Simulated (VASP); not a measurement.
Wanted: the native input for a VASP 6.6.1 run.

```yaml
Task: single point
Functional: PBE
Potentials_or_basis: VASP PAW PBE potentials, release 64 (Nb_sv, P)
Cutoff: 500 eV
k_mesh: 10 × 10 × 8
Occupations: gaussian, width 0.05 eV
Spin: no spin polarisation
Dipole_correction: no
Further_INCAR_settings: ALGO = Normal; EDIFF = 1e-06; NBANDS = 26
```

The structure of NbP lies in POSCAR:

```
NbP
1.0
    3.4553136272      0.0000000000      0.0000000000
   -1.7276568136      2.9923893792      0.0000000000
    0.0000000000      0.0000000000      6.8054808605
Nb P
2 2
Direct
    0.0000000000      0.0000000000      0.0000000000
    0.0000000000      0.0000000000      0.5000000000
    0.3333333333      0.6666666667      0.2500000000
    0.6666666667      0.3333333333      0.7500000000
```

This cell differs from its parent crystal: volume scaled by 1.100.

One way to write it, as run:

INCAR

```
ALGO = Normal
EDIFF = 1E-6
ENCUT = 500
GGA = PE
GGA_COMPAT = F
ISIF = 2
ISMEAR = 0
LASPH = T
LCHARG = T
LELF = T
LREAL = F
LVHAR = T
LWAVE = F
NBANDS = 26
NELM = 120
PREC = Accurate
SIGMA = 0.05
```

KPOINTS

```
k-points
0
Gamma
  10 10 8
```

Potentials or basis: VASP PAW PBE potentials, release 64 (Nb_sv, P).

The run is started by

```bash
$ cat potpaw_PBE.64/Nb_sv/POTCAR potpaw_PBE.64/P/POTCAR > POTCAR
$ mpirun -np 1 vasp_std > vasp.out
```

It gave:

| Item | Value |
| --- | --- |
| Pressure | -14.1 GPa |
| Band gap on the k mesh | zero (band 18 reaches 9.79 eV, above the bottom of band 19 at 9.35 eV) |

Wall time 76 s on 1 thread of AMD EPYC 9R45 96-Core Processor (Zen 5), on a shared host, peak memory 0.22 GiB.
